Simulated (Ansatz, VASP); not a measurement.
**One calculation of W, two programs**

```
CELL_PARAMETERS angstrom
-1.59730 1.59730 1.51744
1.59730 -1.59730 1.51744
1.59730 1.59730 -1.51744
ATOMIC_POSITIONS crystal
W 0.00000 0.00000 0.00000
```

Change from the starting cell: strain +0.000 along x and y, -0.050 along z, atoms carried along.

Alike in both runs: task single point; functional r2SCAN; k mesh 20 × 20 × 20; occupations gaussian, width 0.15 eV; no spin polarisation.

|  | VASP | Ansatz |
| --- | --- | --- |
| version | VASP 6.6.1 | Ansatz 0.2.0 |
| potentials or method | VASP PAW PBE potentials, release 64 (W_sv), cutoff 520 eV | scalar-relativistic, plane waves, PAW |
| valence electrons in the cell | 14 | 14 |

|  | VASP | Ansatz | Ansatz less VASP |
| --- | --- | --- | --- |
| gap on the k mesh at the Fermi level (eV) | none | none | - |
| pressure (GPa) | 11.0 | 9.6 | -1.39 |
| traceless stress, the component that is largest in VASP (GPa) | 13.63 | 13.67 | +0.039 |

VASP's potentials were made for PBE, not for r2SCAN. A gap of «none» marks a metal or a gap that the smearing closes.

Spin-orbit coupling is off throughout.
